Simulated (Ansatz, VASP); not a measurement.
## Two plane-wave programs on Si2W

Contents of INCAR:

```
ALGO = Normal ; EDIFF = 1E-7
ENCUT = 520 ; GGA = PS
ISIF = 2 ; ISMEAR = 0
LASPH = T ; LCHARG = F
LREAL = F ; LWAVE = F
NBANDS = 18 ; NELM = 80
PREC = Accurate ; SIGMA = 0.15
```

File KPOINTS:

```
k-points
0
Gamma
  20 20 20
```

File POSCAR:

```
Si2W
1.0
   -1.5211872920      1.5211872920      3.9078662644
    1.5211872920     -1.5211872920      3.9078662644
    1.5211872920      1.5211872920     -3.9078662644
Si W
2 1
Direct
    0.3344989450      0.3344989450      0.0000000000
    0.6655010550      0.6655010550      0.0000000000
    0.0000000000      0.0000000000      0.0000000000
```

Input for Ansatz:

```yaml
crystal:
  lattice:
    - [-1.521187292, 1.521187292, 3.9078662644]
    - [1.521187292, -1.521187292, 3.9078662644]
    - [1.521187292, 1.521187292, -3.9078662644]
  atoms:
    - { symbol: Si, position: [0.334498945, 0.334498945, 0.0] }
    - { symbol: Si, position: [0.665501055, 0.665501055, 0.0] }
    - { symbol: W, position: [0.0, 0.0, 0.0] }
basis:
  ecutwfc: 420
kpoints:
  mp_grid: { grid: [20, 20, 20] }
hamiltonian:
  xc: pbesol
scf:
  occupations: { method: gaussian, width: 0.15 }
output:
  forces: true
  stress: true
  eigenvalues: true
```

Change from the starting cell: strain -0.050 along x and y, +0.000 along z, atoms carried along.

Alike in both runs: task single point; functional PBEsol; k mesh 20 × 20 × 20; occupations gaussian, width 0.15 eV; no spin polarisation.

|  | VASP | Ansatz |
| --- | --- | --- |
| version | VASP 6.6.1 | Ansatz 0.2.0 |
| potentials or method | VASP PAW PBE potentials, release 64 (Si, W_sv), cutoff 520 eV | scalar-relativistic, plane waves, PAW |
| valence electrons in the cell | 22 | 22 |

|  | VASP | Ansatz | Ansatz less VASP |
| --- | --- | --- | --- |
| gap on the k mesh at the Fermi level (eV) | none | none | - |
| pressure (GPa) | 29.9 | 29.3 | -0.60 |
| traceless stress, the component that is largest in VASP (GPa) | -14.86 | -14.77 | +0.086 |
| rms of the force components (eV/Å) | 0.171 | 0.165 | -0.0057 |

VASP's potentials were made for PBE, not for PBEsol. Atom by atom the forces differ by 0.006 eV/Å (rms over components). A gap of «none» marks a metal or a gap that the smearing closes. Both programs put the cell under a high pressure, so it lies far from rest at this level. The functional is the same, so the differences come from potentials, cutoffs and numerics.

Neither program's run includes spin-orbit coupling.
